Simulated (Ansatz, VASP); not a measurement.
**FePt: VASP beside Ansatz**

```xyz
2
Lattice="2.7235 0.0000 0.0000 0.0000 2.7235 0.0000 0.0000 0.0000 3.7200" Properties=species:S:1:pos:R:3 pbc="T T T"
Pt    1.3618    1.3618    1.8600
Fe    0.0000    0.0000    0.0000
```

Alike in both runs: functional LDA; k mesh 7 × 7 × 5; occupations fermi-dirac, width 0.05 eV; non-collinear spin, spin-orbit coupling.

```csv
,VASP,Ansatz
version,VASP 6.6.1,Ansatz 0.2.0
potentials or method,"VASP PAW LDA potentials, release 64 (Pt, Fe)",Ansatz PAW
plane-wave cutoff (eV),600,420
valence electrons in the cell,18,34
task,single point,band structure
```

```tsv
	VASP	Ansatz	Ansatz less VASP
pressure (GPa)	-13.4	-13.2	+0.13
traceless stress, the component that is largest in VASP (GPa)	2.12	1.70	-0.420
net moment per atom (μB)	1.54	1.58	+0.034
```

LDA's correlation is that of Perdew and Zunger in VASP and of Perdew and Wang (1992) in Ansatz. VASP's potentials hold 18 valence electrons a cell and Ansatz's 34, so a difference there can come from the potentials and not from the codes.
